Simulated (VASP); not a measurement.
Set up this calculation in VASP 6.6.1, as the native input.

```
Task                   : single point
Functional             : PBE
Potentials or basis    : VASP PAW PBE potentials, release 64 (Ga_d, As)
Cutoff                 : 520 eV
k mesh                 : 11 × 11 × 11
Occupations            : fermi-dirac, width 0.05 eV
Spin                   : collinear spin, zero start
Starting moments       : [0.0, 0.0] μB
Dipole correction      : no
Further INCAR settings : ALGO = Normal; EDIFF = 1e-06; NBANDS = 20
```

The structure of GaAs lies in POSCAR:

```
GaAs
1.0
    0.0000000000      2.8268500000      2.8268500000
    2.8268500000      0.0000000000      2.8268500000
    2.8268500000      2.8268500000      0.0000000000
Ga As
1 1
Direct
    0.0000000000      0.0000000000      0.0000000000
    0.7500000000      0.7500000000      0.7500000000
```

The input as run:

INCAR

```
PREC = Accurate
ENCUT = 520
EDIFF = 1E-6
ISMEAR = -1
SIGMA = 0.05
LREAL = F
LASPH = T
NELM = 150
ALGO = Normal
ISIF = 2
LWAVE = F
LCHARG = F
ISPIN = 2
MAGMOM = 0 0
LORBIT = 11
GGA = PE
NBANDS = 20
```

KPOINTS

```
Automatic mesh
0
Gamma
  11 11 11
```

Potentials or basis: VASP PAW PBE potentials, release 64 (Ga_d, As).

Run with:

```bash
$ cat potpaw_PBE.64/Ga_d/POTCAR potpaw_PBE.64/As/POTCAR > POTCAR
$ mpirun -np 1 vasp_std > vasp.out
```

It gave:

The pressure is 3.5 GPa and the band gap on the k mesh is 0.52 eV, direct. The net moment is 0.00 μB per cell and the valence electrons inside the program's atomic spheres are Ga 11.68; As 2.84.

Run time: 3.9 min on 1 thread of Intel Xeon 8259CL, on a shared host, peak memory 0.24 GiB.
